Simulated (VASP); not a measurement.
# W4N in VASP: further runs

The runs below take W4N through single point, with LDA.

Program: VASP 6.6.1. These are calculated values, not measurements. Logs are shortened: lines on timing, memory, paths and dates and some standing lists are left out, and cuts for length are marked.

## Step 1: The cell of the first run

The cell holds a slab with vacuum, 5 atoms: a = 2.809 Å, b = 3.973 Å, c = 19.407 Å, α = 90.00°, β = 90.00°, γ = 90.00°.

## Step 2: Single point, LDA

Input file INCAR:

```
PREC     = Accurate       # precision mode
ENCUT    = 520            # plane-wave cutoff, eV
EDIFF    = 1E-6           # SCF threshold, eV
ISMEAR   = 0              # smearing method
SIGMA    = 0.1            # smearing width, eV
LREAL    = F              # projectors in reciprocal space
LASPH    = T              # aspherical terms in the spheres
NELM     = 120            # most SCF steps
ALGO     = Normal         # electronic algorithm
ISIF     = 2              # what is computed and relaxed
LWAVE    = F              # write WAVECAR
LCHARG   = F              # write CHGCAR
LDIPOL   = T            
IDIPOL   = 3            
DIPOL    = 0.5 0.5 0.342
GGA      = CA             # functional
NBANDS   = 38             # bands
GGA_COMPAT= F            
NELMDL   = -8
```

Input file KPOINTS:

```
Automatic mesh
0
Gamma
  9 7 1
```

Input file POSCAR:

```
W4N
1.0
    2.8093052383      0.0000000000      0.0000000000
    0.0000000000      3.9729575688      0.0000000000
    0.0000000000      0.0000000000     19.4074369602
W N
4 1
Direct
    0.5000000000      0.5000000000      0.2061065564
    0.0000000000      0.0000000000      0.2784835849
    0.5000000000      0.5000000000      0.3501454747
    0.0000000000      0.0000000000      0.4074436504
    0.5000000000      0.0000000000      0.4694976027
```

Potentials or basis: VASP PAW LDA potentials, release 64 (W_sv, N).

The run is started by

```bash
> cat potpaw_LDA.64/W_sv/POTCAR potpaw_LDA.64/N/POTCAR > POTCAR
> mpirun -np 1 vasp_std > vasp.out
```

OUTCAR:

```text
PREC = Accurate
   ENCUT = 520
   EDIFF = 1E-6
   ISMEAR = 0
   LREAL = F
   LASPH = T
   NELM = 120
   ISIF = 2
   GGA = CA
   NELMDL = -8

 ion  position               nearest neighbor table
   1  0.500  0.500  0.206-   3 2.80   2 2.81   2 2.81   2 2.81   2 2.81
   2  0.000  0.000  0.278-   4 2.50   3 2.80   3 2.80   3 2.80   3 2.80   1 2.81   1 2.81   1 2.81
                             1 2.81
   3  0.500  0.500  0.350-   4 2.68   4 2.68   4 2.68   4 2.68   1 2.80   2 2.80   2 2.80   2 2.80
                             2 2.80
   4  0.000  0.000  0.407-   5 1.85   5 1.85   2 2.50   3 2.68   3 2.68   3 2.68   3 2.68
   5  0.500  0.000  0.469-   4 1.85   4 1.85

  LATTYP: Found a simple orthorhombic cell.
 ALAT       =     2.8093052383
 B/A-ratio  =     1.4142135624
 C/A-ratio  =     6.9082692388

  Lattice vectors:

 A1 = (   2.8093052383,   0.0000000000,   0.0000000000)
 A2 = (   0.0000000000,   3.9729575688,   0.0000000000)
 A3 = (   0.0000000000,   0.0000000000,  19.4074369602)

Analysis of symmetry for initial positions (statically):
=====================================================================
 Subroutine PRICEL returns:
 Original cell was already a primitive cell.

 Routine SETGRP: Setting up the symmetry group for a
 simple orthorhombic supercell.

 Subroutine GETGRP returns: Found  4 space group operations
 (whereof  4 operations were pure point group operations)
 out of a pool of  8 trial point group operations.

The static configuration has the point symmetry C_2v.

Analysis of symmetry for dynamics (positions and initial velocities):
=====================================================================
 Subroutine PRICEL returns:
 Original cell was already a primitive cell.

 Routine SETGRP: Setting up the symmetry group for a
 simple orthorhombic supercell.

 Subroutine GETGRP returns: Found  4 space group operations
 (whereof  4 operations were pure point group operations)
 out of a pool of  8 trial point group operations.

The dynamic configuration has the point symmetry C_2v.

 Subroutine INISYM returns: Found  4 space group operations
 (whereof  4 operations are pure point group operations),
 and found     1 'primitive' translations

----------------------------------------------------------------------------------------

                                     Primitive cell

  volume of cell :     216.6113

  direct lattice vectors                    reciprocal lattice vectors
     2.809305238  0.000000000  0.000000000     0.355959896  0.000000000  0.000000000
     0.000000000  3.972957569  0.000000000     0.000000000  0.251701656  0.000000000
     0.000000000  0.000000000 19.407436960     0.000000000  0.000000000  0.051526639

  length of vectors
     2.809305238  3.972957569 19.407436960     0.355959896  0.251701656  0.051526639

  position of ions in fractional coordinates (direct lattice)
     0.500000000  0.500000000  0.206106556
     0.000000000  0.000000000  0.278483585
     0.500000000  0.500000000  0.350145475
     0.000000000  0.000000000  0.407443650
     0.500000000  0.000000000  0.469497603

  ion indices of the primitive-cell ions
   primitive index   ion index
                 1           1
                 2           2
                 3           3
                 4           4
                 5           5

----------------------------------------------------------------------------------------

 KPOINTS: Automatic mesh

Automatic generation of k-mesh.
 Grid dimensions read from file:
 generate k-points for:    9    7    1

 Generating k-lattice:

  Cartesian coordinates                     Fractional coordinates (reciprocal lattice)
     0.039551100  0.000000000  0.000000000     0.111111111  0.000000000  0.000000000
     0.000000000  0.035957379  0.000000000     0.000000000  0.142857143  0.000000000
     0.000000000  0.000000000  0.051526639     0.000000000  0.000000000  1.000000000

  Length of vectors
     0.039551100  0.035957379  0.051526639

  Shift w.r.t. Gamma in fractional coordinates (k-lattice)
     0.000000000  0.000000000  0.000000000

 Subroutine IBZKPT returns following result:
 ===========================================

 Found     20 irreducible k-points:

 Following reciprocal coordinates:
            Coordinates               Weight
  0.000000  0.000000  0.000000      1.000000
  0.111111  0.000000  0.000000      2.000000
  0.222222  0.000000  0.000000      2.000000
  0.333333  0.000000  0.000000      2.000000
  0.444444  0.000000  0.000000      2.000000
  0.000000  0.142857  0.000000      2.000000
[... 12 lines left out ...]
  0.333333  0.428571  0.000000      4.000000
  0.444444  0.428571  0.000000      4.000000
   k-points           NKPTS =     20   k-points in BZ     NKDIM =     20   number of bands    NBANDS=     38
   number of dos      NEDOS =    301   number of ions     NIONS =      5
   total plane-waves  NPLWV = 103680
   dimension x,y,z NGX =    24 NGY =   30 NGZ =  144
   dimension x,y,z NGXF=    48 NGYF=   60 NGZF=  288
   ions per type =               4   1
   NGX,Y,Z   is equivalent  to a cutoff of  14.20, 12.55, 12.34 a.u.
   NGXF,Y,Z  is equivalent  to a cutoff of  28.40, 25.11, 24.67 a.u.
 SYSTEM =  unknown system
   PREC   = accura    normal or accurate (medium, high low for compatibility)
   ISTART =      0    job   : 0-new  1-cont  2-samecut
   ICHARG =      2    charge: 1-file 2-atom 10-const
   ISPIN  =      1    spin polarized calculation?
   LNONCOLLINEAR =      F non collinear calculations
   LSORBIT =      F    spin-orbit coupling
   LASPH  =      T    aspherical Exc in radial PAW
   ENCUT  =  520.0 eV  38.22 Ry    6.18 a.u.   5.22  7.39 36.08*2*pi/ulx,y,z
   NELM   =    120;   NELMIN=  2; NELMDL= -8     # of ELM steps
   EDIFF  = 0.1E-05   stopping-criterion for ELM
   LREAL  =      F    real-space projection
   EDIFFG = 0.1E-04   stopping-criterion for IOM
   NSW    =      0    number of steps for IOM
   IBRION =     -1    ionic relax: 0-MD 1-quasi-New 2-CG
   NFREE  =      0    steps in history (QN), initial steepest desc. (CG)
   ISIF   =      2    stress and relaxation
   ISYM   =      2    0-nonsym 1-usesym 2-fastsym
   POTIM  = 0.5000    time-step for ionic-motion
   TEBEG  =    0.0;   TEEND  =   0.0 temperature during run
   PSTRESS=    0.0 pullay stress
   NELECT =      61.0000    total number of electrons
   NUPDOWN=      -1.0000    fix difference up-down
   EMIN   =  10.00;   EMAX   =-10.00  energy-range for DOS
   EFERMI =   0.00;   METHOD = LEGACY
   ISMEAR =     0;   SIGMA  =   0.10  broadening in eV -4-tet -1-fermi 0-gaus
   EFERMI_NEDOS =   21; number of points for ismear=-14 and -15
   IALGO  =     38    algorithm
   IMIX   =      4    mixing-type and parameters
     AMIX     =   0.40;   BMIX     =  1.00
     AMIX_MAG =   1.60;   BMIX_MAG =  1.00
  volume/ion in A,a.u.               =      43.32       292.35
  Fermi-wavevector in a.u.,A,eV,Ry     =   1.073061  2.027791 15.666565  1.151460
  Thomas-Fermi vector in A             =   2.208849
   LORBIT       =      0    0 simple, 1 ext, 2 COOP (PROOUT), +10 PAW based schemes
   GGA     = CA    functional components
   LHFCALC =     F    Hartree Fock is set to
   AEXX    =    0.0000 exact exchange contribution
   IVDW    =     0    specifies the selected vdW correction
   LEPSILON=     F    determine dielectric tensor
   LRPA    =     F    only Hartree local field effects (RPA)
 non-spin polarized calculation
 Gauss-broadening in eV      SIGMA  =   0.10
  energy-cutoff  :      520.00
  volume of cell :      216.61
 maximum number of plane-waves:      5866
 NGX is ok and might be reduce to    24
   NGX = 11   NGY = 15   NGZ = 73

 dipolmoment           0.000000      0.000000     -0.006914 electrons x Angstroem

 number of electron      60.9999999 magnetization

 dipolmoment           0.000000      0.000000      0.159442 electrons x Angstroem

 Free energy of the ion-electron system (eV)
  ---------------------------------------------------
  ext. energy  EPLUGINS =         0.00000000
  ---------------------------------------------------
  free energy    TOTEN  =       -59.27484959 eV

  energy without entropy =      -59.25506373  energy(sigma->0) =      -59.26495666

 E-fermi :  -0.4300     XC(G=0):  -5.4528

 val. band max:       -0.4952662954   @ k =   0.3333   0.2857   0.0000
 cond. band min:      -0.4268359191   @ k =   0.0000   0.1429   0.0000
 fundamental gap:      0.0684303763
 Fermi energy:        -0.4300177833

 k-point     1 :       0.0000    0.0000    0.0000
  band No.  band energies     occupation
      1     -73.8265      2.00000
      2     -73.6421      2.00000
      3     -73.4890      2.00000
      4     -73.3237      2.00000
      5     -38.7491      2.00000
      6     -38.7414      2.00000
[... 30 lines left out ...]
     37       2.8542      0.00000
     38       2.9520      0.00000

 k-point     2 :       0.1111    0.0000    0.0000
  band No.  band energies     occupation
      1     -73.8202      2.00000
      2     -73.6357      2.00000
      3     -73.4811      2.00000
      4     -73.3226      2.00000
      5     -38.7497      2.00000
      6     -38.6969      2.00000
[... 30 lines left out ...]
     37       2.3019      0.00000
     38       2.4475      0.00000

 k-point     3 :       0.2222    0.0000    0.0000
  band No.  band energies     occupation
      1     -73.8042      2.00000
      2     -73.6197      2.00000
      3     -73.4596      2.00000
      4     -73.3211      2.00000
      5     -38.7658      2.00000
      6     -38.5727      2.00000
[... 30 lines left out ...]
     37       2.5858      0.00000
     38       2.6784      0.00000

 k-point     4 :       0.3333    0.0000    0.0000
  band No.  band energies     occupation
      1     -73.7860      2.00000
      2     -73.6018      2.00000
      3     -73.4319      2.00000
      4     -73.3223      2.00000
      5     -38.8237      2.00000
      6     -38.6881      2.00000
[... 30 lines left out ...]
     37       3.3454      0.00000
     38       3.6347      0.00000
[... 539 lines left out ...]
      4     -73.3518      2.00000
      5     -38.8565      2.00000
      6     -38.6240      2.00000
[... 30 lines left out ...]
     37       2.0072      0.00000
     38       2.4748      0.00000

 k-point    19 :       0.3333    0.4286    0.0000
  band No.  band energies     occupation
      1     -73.7832      2.00000
      2     -73.6000      2.00000
      3     -73.4205      2.00000
      4     -73.3374      2.00000
      5     -38.8772      2.00000
      6     -38.7106      2.00000
[... 30 lines left out ...]
     37       2.1619      0.00000
     38       2.7754      0.00000

 k-point    20 :       0.4444    0.4286    0.0000
  band No.  band energies     occupation
      1     -73.7735      2.00000
      2     -73.5898      2.00000
      3     -73.4084      2.00000
      4     -73.3281      2.00000
      5     -39.0486      2.00000
      6     -38.7883      2.00000
[... 30 lines left out ...]
     37       2.2289      0.00000
     38       2.9302      0.00000

------------------------ aborting loop because EDIFF is reached ----------------------------------------

 vacuum level on the upper side and lower side of the slab       (xc-potential included)         1.117        -1.357

  FORCE on cell =-STRESS in cart. coord.  units (eV):
  Direction    XX          YY          ZZ          XY          YZ          ZX
  --------------------------------------------------------------------------------------
  -------------------------------------------------------------------------------------
  Total        4.9880578      2.1785061      4.6150805      0.0000000      0.0000000      0.0000000
  in kB       36.8944482     16.1134420     34.1357009      0.0000000      0.0000000      0.0000000
  external PRESSURE =      29.0478637 kB  Pullay stress =       0.0000000 kB

 VOLUME and BASIS-vectors are now :
 -----------------------------------------------------------------------------
  energy-cutoff  :      520.00
  volume of cell :      216.61
      direct lattice vectors                 reciprocal lattice vectors
     2.809305238  0.000000000  0.000000000     0.355959896  0.000000000  0.000000000
     0.000000000  3.972957569  0.000000000     0.000000000  0.251701656  0.000000000
     0.000000000  0.000000000 19.407436960     0.000000000  0.000000000  0.051526639

 POSITION                                       TOTAL-FORCE (eV/Angst)
 -----------------------------------------------------------------------------------
      1.40465      1.98648      4.00000         0.000000      0.000000      2.385204
      0.00000      0.00000      5.40465         0.000000      0.000000     -4.591983
      1.40465      1.98648      6.79543         0.000000      0.000000     -1.880505
      0.00000      0.00000      7.90744         0.000000      0.000000      3.756127
      1.40465      0.00000      9.11175         0.000000      0.000000      0.331157
 -----------------------------------------------------------------------------------
    total drift:                                0.000000      0.000000      0.000442

  FREE ENERGIE OF THE ION-ELECTRON SYSTEM (eV)
  ---------------------------------------------------
  free  energy   TOTEN  =       -59.2748495894 eV

  energy  without entropy=      -59.2550637280  energy(sigma->0) =      -59.26495666

 vacuum level on the upper side and lower side of the slab         6.428         3.865
```

It took 2.8 min on 1 thread of Intel Xeon 6975P-C (Granite Rapids), shared host; peak memory 0.32 GiB.

What came out:

| Quantity | Value |
| --- | --- |
| Free energy | -59.2748 eV |
| Largest force | 4.592 eV/Å |

Forces in eV/Å, atoms in the order of the input:
```
W    0.000  0.000  2.385
W    0.000  0.000 -4.592
W    0.000  0.000 -1.881
W    0.000  0.000  3.756
N    0.000  0.000  0.331
```

Levels at points of the mesh, in eV from the Fermi level:
```tsv
k point	band 26	band 27	band 28	band 29	band 30	band 31	band 32	band 33	band 34	band 35
(0.00, 0.00, 0.00)	-1.61	-1.48	-1.30	-0.84	-0.72	0.25	0.27	1.10	1.46	1.54
```

Caveat: spin-orbit coupling is left out, which moves the levels of the heavy elements.

(Continued in part 2 of 2.)
